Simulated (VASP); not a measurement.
RbBr: single point with PBE

Crystal: RbBr.

```
CELL_PARAMETERS angstrom
0.00000 3.59017 3.59017
3.59017 0.00000 3.59017
3.59017 3.59017 0.00000
ATOMIC_POSITIONS crystal
Rb 0.00000 0.00000 0.00000
Br 0.50000 0.50000 0.50000
```

This cell differs from its parent crystal: strained.

```yaml
Program: VASP 6.6.1
Task: single point
Functional: PBE
Potentials_or_basis: VASP PAW PBE potentials, release 64 (Rb_sv, Br)
Cutoff: 520 eV
k_mesh: 6 × 6 × 6
Occupations: gaussian, width 0.02 eV
Spin: no spin polarisation
```

```yaml
Pressure: -0.7 GPa
Band_gap_on_the_k_mesh: 4.03 eV, direct
```

Levels at points of the mesh, in eV from the valence-band top:
| k point | band 5 | band 6 | band 7 | band 8 | band 9 | band 10 | band 11 | band 12 |
| --- | --- | --- | --- | --- | --- | --- | --- | --- |
| (0.00, 0.00, 0.00) | -8.80 | 0.00 | 0.00 | 0.00 | 4.03 | 7.21 | 7.21 | 7.21 |
| (0.50, 0.00, 0.00) | -8.78 | -0.77 | -0.25 | -0.25 | 6.45 | 7.21 | 9.05 | 9.05 |
| (0.50, 0.50, 0.00) | -8.84 | -0.43 | -0.15 | -0.15 | 5.71 | 6.61 | 8.50 | 8.88 |

It took 26 s on 1 thread of Intel Xeon 6975P-C, on a shared host, peak memory 0.24 GiB.

Caveat: the cell differs from its parent crystal (strained).
